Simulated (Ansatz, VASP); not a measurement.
## Al3BN2 in VASP and in Ansatz

```
Al B N
1.0
     2.65247   -2.66010    0.00000
     2.65247    2.66010    0.00000
     0.00000    0.00000    5.45353
Al B N
3 1 2
Direct
  0.00000 0.00000 0.50000
  0.74531 0.74531 0.00000
  0.25469 0.25469 0.00000
  0.50000 0.50000 0.50000
  0.24584 0.75416 0.00000
  0.75416 0.24584 0.00000
```

Alike in both runs: functional PBE; k mesh 10 × 10 × 8; occupations gaussian, width 0.1 eV; no spin polarisation.

Ansatz relaxed the structure, and its values are those at the end. VASP's run is a single point on that final structure, the one shown.

|  | VASP | Ansatz |
| --- | --- | --- |
| version | VASP 6.6.1 | Ansatz 0.2.0 |
| potentials or method | VASP PAW PBE potentials, release 64 (Al, B, N), cutoff 520 eV | scalar-relativistic, plane waves, PAW |
| valence electrons in the cell | 22 | 22 |

VASP gave:

* gap on the k mesh at the Fermi level (eV): none
* pressure (GPa): -0.1

Question: What did Ansatz give for the same quantities?

Answer: gap on the k mesh at the Fermi level (eV): none; pressure (GPa): 0.0.

A gap of «none» marks a metal or a gap that the smearing closes. With one functional, cell and mesh, what is left measures potentials, basis and numerics.
